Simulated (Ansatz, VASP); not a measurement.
**Cd4Sn in VASP and in Ansatz**

```
Sn Cd
1.0
     5.31574    0.00000    0.00000
     0.00000    5.31574    0.00000
     0.00000    0.00000    5.31574
Sn Cd
1 4
Direct
  0.00000 0.00000 0.00000
  0.30152 0.30152 0.30152
  0.69848 0.69848 0.30152
  0.30152 0.69848 0.69848
  0.69848 0.30152 0.69848
```

Alike in both runs: functional PBE; k mesh 4 × 4 × 4; no spin polarisation.

Ansatz relaxed the structure, and its values are those at the end. VASP's run is a single point on that final structure, the one shown.

|  | VASP | Ansatz |
| --- | --- | --- |
| version | VASP 6.6.1 | Ansatz 0.2.0 |
| potentials or method | VASP PAW PBE potentials, release 64 (Sn_d, Cd), cutoff 520 eV | PAW plane waves |
| occupations | fermi-dirac, width 0.1 eV | fermi-dirac |
| valence electrons in the cell | 62 | 94 |

|  | VASP | Ansatz | Ansatz less VASP |
| --- | --- | --- | --- |
| gap on the k mesh at the Fermi level (eV) | none | none | - |
| pressure (GPa) | 0.1 | 0.0 | -0.14 |
| rms of the force components (eV/Å) | 0.007 | 0.000 | -0.0070 |

A gap of «none» marks a metal or a gap that the smearing closes. VASP's potentials hold 62 valence electrons a cell and Ansatz's 94, so a difference there can come from the potentials and not from the codes.
